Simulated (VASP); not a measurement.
The system is SrAg4Sb2.

```xyz
7
Lattice="2.3702 1.3684 8.3430 -2.3702 1.3684 8.3430 0.0000 -2.7369 8.3430" Properties=species:S:1:pos:R:3 pbc="T T T"
Sr    0.0000    0.0000    0.0000
Ag    0.0000    0.0000    3.5524
Ag    0.0000    0.0000   21.4766
Ag    0.0000    0.0000   10.8881
Ag    0.0000    0.0000   14.1409
Sb    0.0000    0.0000    6.3717
Sb    0.0000    0.0000   18.6573
```

| Quantity | Value |
| --- | --- |
| Program | VASP 6.6.1 |
| Task | relaxation of cell and atoms |
| Functional | PBEsol |
| Potentials or basis | VASP PAW PBE potentials, release 64 (Sr_sv, Ag, Sb) |
| Cutoff | 600 eV |
| k mesh | 9 × 9 × 9 |
| Occupations | methfessel-paxton, width 0.1 eV |
| Spin | no spin polarisation |

At the start: pressure -2.1 GPa; volume 23.19 Å³/atom.

Task: How do energy, volume and symmetry change on relaxing?

Result: Over 17 steps the energy falls by 5.3 meV/atom and the volume is 22.48 Å³/atom (-3.1 %); space group R-3m (No. 166, to 0.1 Å) before and after.

Step by step:
```tsv
step	energy change (eV)	largest force (eV/Å)	pressure (GPa)	volume (Å³)
1	0.0000	0.0646	-2.06	162.36
2	-0.0260	0.1666	1.08	155.47
3	-0.0332	0.0934	-0.01	157.58
4	-0.0332	0.0967	0.06	157.49
5	-0.0342	0.0672	0.05	157.43
6	-0.0351	0.0460	0.05	157.29
7	-0.0360	0.0391	-0.07	157.45
8	-0.0363	0.0313	-0.21	157.62
9	-0.0368	0.0242	-0.05	157.25
10	-0.0368	0.0198	0.04	157.04
11	-0.0369	0.0206	0.03	157.08
12	-0.0370	0.0190	0.03	157.09
13	-0.0372	0.0134	0.06	157.09
14	-0.0372	0.0141	0.07	157.10
15	-0.0373	0.0157	-0.03	157.35
16	-0.0373	0.0159	-0.04	157.36
17	-0.0374	0.0055	-0.02	157.34
```

Final structure:
```cif
data_structure
_symmetry_space_group_name_H-M 'P 1'
_symmetry_Int_Tables_number 1
_cell_length_a 8.7193
_cell_length_b 8.7193
_cell_length_c 8.7193
_cell_angle_alpha 31.144
_cell_angle_beta 31.144
_cell_angle_gamma 31.144
_cell_volume 157.34
loop_
_atom_site_label
_atom_site_type_symbol
_atom_site_fract_x
_atom_site_fract_y
_atom_site_fract_z
_atom_site_occupancy
Sr1 Sr 0.00000 0.00000 0.00000 1
Ag1 Ag 0.14270 0.14270 0.14270 1
Ag2 Ag 0.85730 0.85730 0.85730 1
Ag3 Ag 0.43656 0.43656 0.43656 1
Ag4 Ag 0.56344 0.56344 0.56344 1
Sb1 Sb 0.25535 0.25535 0.25535 1
Sb2 Sb 0.74465 0.74465 0.74465 1
```

Caveat: the PAW data sets were made with another functional, which shifts forces and pressure a little.
